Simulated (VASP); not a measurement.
A run of VASP 6.6.1 is set up as follows.

Contents of INCAR:

```
  PREC = Accurate
  ENCUT = 520
  EDIFF = 1E-6
  ISMEAR = 0
  SIGMA = 0.15
  LREAL = F
  LASPH = T
  NELM = 100
  ALGO = Fast
  ISIF = 2
  LWAVE = F
  LCHARG = F
  GGA = PE
  NBANDS = 36
```

Contents of KPOINTS:

```
Automatic mesh
0
Gamma
  17 17 5
```

Contents of POSCAR:

```
Mo
1.0
   -1.5802339368      1.5802339368     -1.5802339368
   -1.5802339368     -1.5802339368      1.5802339368
    0.0000000000      6.6037784597      6.6037784597
Mo
4
Direct
    0.0000000000      0.0000000000      0.8375233683
    0.5000000000      0.5000000000      0.1196461955
    0.0000000000      0.0000000000      0.3589385864
    0.5000000000      0.5000000000      0.5982309773
```

Potentials or basis: VASP PAW PBE potentials, release 64 (Mo_sv).

Launch:

```console
$ cat potpaw_PBE.64/Mo_sv/POTCAR > POTCAR
$ mpirun -np 1 vasp_std > vasp.out
```

What does it give for the band gap on the k mesh?

Zero (bands 28 and 29 overlap by 2.27 eV).

Estimate the largest force.

1.329 eV/Å.

Forces on the atoms (eV/Å):
```
Mo   0.000  0.940  0.940
Mo   0.000 -0.940 -0.940
Mo   0.000 -0.093 -0.093
Mo   0.000  0.093  0.093
```

Caveat: the cell stands under tension; forces of over 1 eV/Å act on the atoms, so gaps and moduli don't describe the material at rest.
